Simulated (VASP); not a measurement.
Au: single point with PBEsol

Au:

```xyz
1
Lattice="0.0000 2.2961 1.6234 2.2961 0.0000 1.6234 2.2961 2.2961 0.0000" Properties=species:S:1:pos:R:3 pbc="T T T"
Au    0.0000    0.0000    0.0000
```

This isn't the form of Au at room conditions, which is fcc.

This cell differs from its parent crystal: ratio of the length along z to the lengths across it x 0.707, volume and fractional coordinates fixed.

```json
{
  "Program": "VASP 6.6.1",
  "Task": "single point",
  "Functional": "PBEsol",
  "Potentials or basis": "VASP PAW PBE potentials, release 64 (Au)",
  "Cutoff": "520 eV",
  "k mesh": "22 × 22 × 22",
  "Occupations": "gaussian, width 0.15 eV",
  "Spin": "no spin polarisation"
}
```

```yaml
Pressure: -0.9 GPa
Band_gap_on_the_k_mesh: zero (an odd number of electrons rules out a gap without spin polarisation)
```

Levels at points of the mesh, in eV from the Fermi level:
| k point | band 3 | band 4 | band 5 | band 6 | band 7 | band 8 | band 9 | band 10 |
| --- | --- | --- | --- | --- | --- | --- | --- | --- |
| (0.00, 0.00, 0.00) | -4.83 | -4.83 | -2.90 | -2.89 | 16.50 | 16.50 | 16.50 | 24.24 |
| (0.50, 0.00, 0.00) | -3.04 | -2.69 | -1.35 | -0.67 | 3.54 | 12.35 | 13.86 | 21.77 |
| (0.50, 0.50, 0.00) | -1.74 | -1.74 | -1.74 | 6.25 | 6.25 | 6.26 | 9.65 | 15.96 |
| (0.50, 0.00, 0.50) | -3.04 | -2.69 | -1.35 | -0.67 | 3.54 | 12.35 | 13.86 | 21.78 |

Run time: 87 s on 1 thread of AMD EPYC 9R45 96-Core Processor (Zen 5), on a shared host, peak memory 0.25 GiB.

Caveat: the PAW data sets were made with another functional, which shifts forces and pressure a little; spin-orbit coupling is left out, which moves the levels of the heavy elements.
